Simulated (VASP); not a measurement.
Write the native input for VASP 6.6.1 that does the following.

- Task: electric field gradients
- Functional: PBEsol
- Potentials or basis: VASP PAW PBE potentials, release 64 (Mn_pv, O)
- Cutoff: 520 eV
- k mesh: 14 × 14 × 8
- Occupations: fermi-dirac, width 0.05 eV
- Spin: collinear spin, ferromagnetic start
- Starting moments: [4.0, 4.0, 0.0, 0.0] μB
- Dipole correction: no
- Further INCAR settings: ALGO = Normal; EDIFF = 1e-08; NBANDS = 31

The structure of MnO lies in POSCAR:

```
MnO
1.0
    3.2705499014      0.0000000000      0.0000000000
   -1.6352749507      2.8323792989      0.0000000000
    0.0000000000      0.0000000000      5.3855000000
Mn O
2 2
Direct
    0.3333333333      0.6666666667      0.0109600000
    0.6666666667      0.3333333333      0.5109600000
    0.3333333333      0.6666666667      0.3754700000
    0.6666666667      0.3333333333      0.8754700000
```

This cell differs from its parent crystal: equal xx and yy strain of -3 %.

These files were run (other wordings do the same):

INCAR

```
ALGO     = Normal         # electronic algorithm
EDIFF    = 1E-8           # SCF threshold, eV
ENCUT    = 520            # plane-wave cutoff, eV
GGA      = PS             # functional
GGA_COMPAT= False        
ISIF     = 2              # what is computed and relaxed
ISMEAR   = -1             # smearing method
ISPIN    = 2              # spin polarisation
LASPH    = True           # aspherical terms in the spheres
LCHARG   = False          # write CHGCAR
LEFG     = True         
LMAXMIX  = 4              # l up to which the mixer works
LORBIT   = 11             # projections on sites
LREAL    = False          # projectors in reciprocal space
LWAVE    = False          # write WAVECAR
MAGMOM   = 4 4 0 0        # initial moments
NBANDS   = 31             # bands
NELM     = 200            # most SCF steps
PREC     = Accurate       # precision mode
SIGMA    = 0.05           # smearing width, eV
```

KPOINTS

```
k-points
0
Gamma
  14 14 8
```

Potentials or basis: VASP PAW PBE potentials, release 64 (Mn_pv, O).

Launch:

```console
$ cat potpaw_PBE.64/Mn_pv/POTCAR potpaw_PBE.64/O/POTCAR > POTCAR
$ mpirun -np 1 vasp_std > vasp.out
```

Results of the run:

* Pressure: 8.5 GPa
* Largest force: 0.359 eV/Å
* Net moment: 9.85 μB per cell
* Site moments: Mn +4.33; O +0.21 μB
* Valence electrons inside the program's atomic spheres: Mn 11.50; O 5.02

Caveat: the cell differs from its parent crystal (equal xx and yy strain of -3 %); without QUAD_EFG the Cq values of the log hold for a quadrupole moment of 1 mb, not for the nuclei; the PAW data sets were made with another functional, which shifts forces and pressure a little; only a ferromagnetic start was run, and an antiferromagnetic order may lie lower in energy.

Run time: 11 min on 1 thread of Intel Xeon 8259CL, with other jobs on the host, peak memory 0.37 GiB.
